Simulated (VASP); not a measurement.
InPt3, 4 atoms in the cell. It takes space group Pm-3m (No. 221, cubic). The conventional cell has a = 3.907 Å, b = 3.907 Å, c = 3.907 Å, α = 90.00°, β = 90.00°, γ = 90.00°. In (site symmetry m-3m) has 12 Pt at 2.76 Å within 3.6 Å. Pt (site symmetry 4/mmm) has 4 In at 2.76 Å and 8 Pt at 2.76 Å within 3.6 Å. 

- Program: VASP 6.6.1
- Task: single point
- Functional: PBEsol
- Potentials or basis: VASP PAW PBE potentials, release 64 (In_d, Pt)
- Cutoff: 520 eV
- k mesh: 10 × 10 × 10
- Occupations: fermi-dirac, width 0.05 eV
- Spin: no spin polarisation
- Dipole correction: no
- Further INCAR settings: ALGO = Normal; EDIFF = 1e-07; NBANDS = 30

Potentials or basis: VASP PAW PBE potentials, release 64 (In_d, Pt).

Launch:

```bash
$ cat potpaw_PBE.64/In_d/POTCAR potpaw_PBE.64/Pt/POTCAR > POTCAR
$ mpirun -np 1 vasp_std > vasp.out
```

Hardware: 1 thread of Intel Xeon 8259CL (shared host).

Q: Estimate the wall time of this run.

A: Run time: 2.5 min on 1 thread of Intel Xeon 8259CL, with other jobs on the host, peak memory 0.23 GiB. Counts: scf iterations 13, k points 56.
